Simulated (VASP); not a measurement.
SrMo3, 4 atoms in the cell. It takes space group Pm-3m (No. 221, cubic). The conventional cell has a = 4.218 Å, b = 4.218 Å, c = 4.218 Å, α = 90.00°, β = 90.00°, γ = 90.00°. Sr (site symmetry m-3m) has 12 Mo at 2.98 Å within 3.9 Å. Mo (site symmetry 4/mmm) has 4 Sr at 2.98 Å and 8 Mo at 2.98 Å within 3.9 Å. 

| Item | Value |
| --- | --- |
| Program | VASP 6.6.1 |
| Task | single point |
| Functional | PBE |
| Potentials or basis | VASP PAW PBE potentials, release 64 (Sr_sv, Mo_sv) |
| Cutoff | 520 eV |
| k mesh | 4 × 4 × 4 |
| Occupations | gaussian, width 0.1 eV |
| Spin | no spin polarisation |
| Dipole correction | no |
| Further INCAR settings | ALGO = Normal; EDIFF = 1e-06; NBANDS = 34 |

Potentials or basis: VASP PAW PBE potentials, release 64 (Sr_sv, Mo_sv).

Launch:

```sh
$ cat potpaw_PBE.64/Sr_sv/POTCAR potpaw_PBE.64/Mo_sv/POTCAR > POTCAR
$ mpirun -np 1 vasp_std > vasp.out
```

Hardware: 1 thread of Intel(R) Xeon(R) Platinum 8259CL CPU @ 2.50GHz (Skylake/Cascade Lake) (shared host).

**Question.** How long does it take, and how much memory?

**Answer.** Run time: 20 s on 1 thread of Intel(R) Xeon(R) Platinum 8259CL CPU @ 2.50GHz (Skylake/Cascade Lake), with other jobs on the host, peak memory 0.18 GiB. Counts: scf iterations 13, k points 10.
